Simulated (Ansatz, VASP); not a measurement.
PbS in VASP and in Ansatz

The input INCAR:

```
ALGO = Normal
EDIFF = 1E-6
ENCUT = 520
GGA = CA
ISIF = 2
ISMEAR = -1
LASPH = T
LCHARG = F
LREAL = F
LWAVE = F
NBANDS = 17
NELM = 60
PREC = Accurate
SIGMA = 0.05
```

Contents of KPOINTS:

```
k-points
0
Gamma
  8 8 8
```

The input POSCAR:

```
PbS
1.0
    2.0984823409      1.2115593444      3.4287483306
   -2.0984823409      1.2115593444      3.4287483306
    0.0000000000     -2.4231186889      3.4287483306
Pb S
1 1
Direct
    0.9805657800      0.9805657800      0.9805657800
    0.4750355500      0.4750355500      0.4750355500
```

Contents of input.yaml:

```yaml
crystal:
  lattice:
    - [2.0984823409, 1.2115593444, 3.4287483306]
    - [-2.0984823409, 1.2115593444, 3.4287483306]
    - [0.0, -2.4231186889, 3.4287483306]
  atoms:
    - { symbol: Pb, position: [0.98056578, 0.98056578, 0.98056578] }
    - { symbol: S, position: [0.47503555, 0.47503555, 0.47503555] }
kpoints:
  mp_grid: { grid: [8, 8, 8] }
scf:
  occupations: { method: fermi_dirac, width: 0.05 }
hamiltonian:
  xc: lda
  pseudopotentials: { kind: all_electron, lapw: { basis_error: 0.001 } }
output:
  forces: true
  stress: true
  eigenvalues: true
```

Change from the starting cell: volume scaled by 0.98.

Alike in both runs: task single point; functional LDA; k mesh 8 × 8 × 8; occupations fermi-dirac, width 0.05 eV; no spin polarisation.

```csv
,VASP,Ansatz
version,VASP 6.6.1,Ansatz 0.2.0
potentials or method,"VASP PAW LDA potentials, release 64 (Pb_d, S), cutoff 520 eV","all-electron LAPW, scalar-relativistic"
```

VASP gave:

```
gap on the k mesh at the Fermi level (eV) : 0.24
least direct gap on the mesh (eV)         : 0.24
pressure (GPa)                            : -2.7
rms of the force components (eV/Å)        : 0.004
```

Q: Estimate Ansatz's values.

A: gap on the k mesh at the Fermi level (eV): 0.26; least direct gap on the mesh (eV): 0.26; pressure (GPa): -2.7; rms of the force components (eV/Å): 0.003.

LDA's correlation is that of Perdew and Zunger in VASP and of Perdew and Wang (1992) in Ansatz. Atom by atom the forces differ by 0.001 eV/Å (rms over components). Ansatz ran all-electron here, and VASP with PAW potentials.

Neither program's run includes spin-orbit coupling.
